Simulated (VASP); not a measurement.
Here is a VASP 6.6.1 calculation.

Contents of INCAR:

```
SYSTEM = Nb
PREC = Accurate ; ENCUT = 500
EDIFF = 1E-6 ; ISMEAR = -1
SIGMA = 0.1 ; LREAL = .False.
LASPH = .True. ; NELM = 120
ALGO = Normal ; ISIF = 2
LWAVE = .False. ; LCHARG = .True.
GGA = PE ; LELF = .True.
LVHAR = .True. ; NBANDS = 26
GGA_COMPAT = .False.
```

File KPOINTS:

```
Automatic mesh
0
Gamma
  9 9 13
  0 0 0
```

The input POSCAR:

```
Nb
1.0
    5.0097266507      0.0000000000      0.0000000000
   -2.5048633254      4.3385505456      0.0000000000
    0.0000000000      0.0000000000      2.7577588478
Nb
3
Direct
    0.0000000000      0.0000000000      0.0000000000
    0.3333333333      0.6666666667      0.5000000000
    0.6666666667      0.3333333333      0.5000000000
```

Potentials or basis: VASP PAW PBE potentials, release 64 (Nb_sv).

Run with:

```sh
$ cat potpaw_PBE.64/Nb_sv/POTCAR > POTCAR
$ mpirun -np 1 vasp_std > vasp.out
```

(1) Predict the band gap on the k mesh.

(2) What does it give for the pressure?

Results:

(1) zero (an odd number of electrons rules out a gap without spin polarisation).

(2) -11.1 GPa.

Caveat: the cell stands under tension.
